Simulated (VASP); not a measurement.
Runs of VASP 6.6.1 on Hf4C3. The structure is that of space group P6/mmm (No. 191), or close to it. The cells are those of the table. 

```tsv
task	cell	k mesh	cutoff (eV)	gap on the mesh (eV)	pressure (GPa)	largest force (eV/Å)
single point	a = 4.696, b = 4.696, c = 5.943 Å, angles 90.0, 90.0, 120.0°, 7 atoms	6 × 6 × 4	520	none	(a)	0.05
single point	a = 4.306, b = 4.306, c = 6.986 Å, angles 90.0, 90.0, 120.0°, 7 atoms	6 × 6 × 4	520	none	6.4	2.09
single point	a = 4.705, b = 4.705, c = 5.931 Å, angles 90.0, 90.0, 120.0°, 7 atoms	12 × 12 × 6	520	none	-0.4	0.05
relaxation of cell and atoms	relaxed from a = 4.306, b = 4.306, c = 6.986 Å, angles 90.0, 90.0, 120.0°, 7 atoms	6 × 6 × 4	600	none	-0.1	0.02
```

Alike in all rows: level PBE; potentials or basis VASP PAW PBE potentials, release 64 (Hf_pv, C); no spin polarisation; smearing gaussian 0.1 eV.

Task: Fill in the values left out.

Result: (a) -0.2.

Caveats: spin-orbit coupling is left out, which moves the levels of the heavy elements; forces of over 1 eV/Å act on the atoms, so gaps and moduli don't describe the material at rest (some runs).

A k mesh can miss the band edges, and the runs leave out spin-orbit coupling on Hf.

A gap of «none» marks levels without a gap at the run's occupations.
